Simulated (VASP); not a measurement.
ScSi2, 3 atoms in the cell. The structure is hexagonal, space group P6/mmm (No. 191). The conventional cell has a = 3.648 Å, b = 3.648 Å, c = 3.857 Å, α = 90.00°, β = 90.00°, γ = 120.00°. Sc (site symmetry 6/mmm) has 12 Si at 2.86 Å and 8 Sc at 3.65 to 3.86 Å within 3.9 Å. Si (site symmetry -6m2) has 3 Si at 2.11 Å and 6 Sc at 2.86 Å within 2.9 Å. 

```yaml
Program: VASP 6.6.1
Task: electric field gradients
Functional: PBEsol
Potentials_or_basis: VASP PAW PBE potentials, release 64 (Sc_sv, Si)
Cutoff: 520 eV
k_mesh: 13 × 13 × 11
Occupations: fermi-dirac, width 0.05 eV
Spin: no spin polarisation
Dipole_correction: no
Further_INCAR_settings: ALGO = Normal; EDIFF = 1e-08; NBANDS = 16
```

Potentials or basis: VASP PAW PBE potentials, release 64 (Sc_sv, Si).

Run with:

```sh
$ cat potpaw_PBE.64/Sc_sv/POTCAR potpaw_PBE.64/Si/POTCAR > POTCAR
$ mpirun -np 1 vasp_std > vasp.out
```

Hardware: 1 thread of Intel(R) Xeon(R) 6975P-C (Granite Rapids) (shared host).

Q: Estimate the wall time of this run.

A: Run time: 40 s on 1 thread of Intel(R) Xeon(R) 6975P-C (Granite Rapids), on a shared host, peak memory 0.22 GiB. Counts: scf iterations 16, k points 126.
